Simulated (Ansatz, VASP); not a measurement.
## BN: VASP beside Ansatz

```
B N
1.0
     2.62919    0.00000    0.00000
    -1.31460    2.27695    0.00000
     0.00000    0.00000    6.49467
B N
2 2
Direct
  0.33333 0.66667 0.25000
  0.66667 0.33333 0.75000
  0.33333 0.66667 0.75000
  0.66667 0.33333 0.25000
```

Change from the starting cell: strain +0.050 along x and y, -0.025 along z, atoms carried along.

Alike in both runs: task single point; functional r2SCAN; k mesh 12 × 12 × 4; occupations gaussian, width 0.05 eV; no spin polarisation.

|  | VASP | Ansatz |
| --- | --- | --- |
| version | VASP 6.6.1 | Ansatz 0.2.0 |
| potentials or method | VASP PAW PBE potentials, release 64 (B, N), cutoff 520 eV | scalar-relativistic, plane waves, PAW |
| valence electrons in the cell | 16 | 16 |

VASP gave:

| Property | Result |
| --- | --- |
| gap on the k mesh at the Fermi level (eV) | 4.54 |
| least direct gap on the mesh (eV) | 4.83 |
| pressure (GPa) | -29.6 |
| traceless stress, the component that is largest in VASP (GPa) | 30.71 |

Task: Which values does Ansatz return?

Result: gap on the k mesh at the Fermi level (eV): 4.51; least direct gap on the mesh (eV): 4.80; pressure (GPa): -29.9; traceless stress, the component that is largest in VASP (GPa): 31.23.

VASP's potentials were made for PBE, not for r2SCAN. Both programs put the cell under strong tension, so it lies far from rest at this level. The functional is the same, so the differences come from potentials, cutoffs and numerics.
